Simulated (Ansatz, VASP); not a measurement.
**One calculation of P3OsW, two programs**

```
CELL_PARAMETERS angstrom
3.64563 0.00000 0.00000
0.00000 3.64563 0.00000
0.00000 0.00000 6.28312
ATOMIC_POSITIONS crystal
P 0.50000 0.50000 0.98207
P 0.00000 0.50000 0.38219
P 0.50000 0.00000 0.38219
Os 0.50000 0.50000 0.59943
W 0.00000 0.00000 0.11412
```

Alike in both runs: functional PBE; k mesh 4 × 4 × 4; occupations gaussian, width 0.1 eV; no spin polarisation.

Ansatz relaxed the structure, and its values are those at the end. VASP's run is a single point on that final structure, the one shown.

|  | VASP | Ansatz |
| --- | --- | --- |
| version | VASP 6.6.1 | Ansatz 0.2.0 |
| potentials or method | VASP PAW PBE potentials, release 64 (P, Os, W_sv), cutoff 520 eV | scalar-relativistic, plane waves, PAW |
| valence electrons in the cell | 37 | 45 |

```tsv
	VASP	Ansatz	Ansatz less VASP
gap on the k mesh at the Fermi level (eV)	none	none	-
pressure (GPa)	0.4	0.0	-0.42
rms of the force components (eV/Å)	0.040	0.003	-0.0372
```

A gap of «none» marks a metal or a gap that the smearing closes. VASP's potentials hold 37 valence electrons a cell and Ansatz's 45, so a difference there can come from the potentials and not from the codes.

The k mesh is coarse, so the values compare programs but aren't converged. Spin-orbit coupling is off throughout.
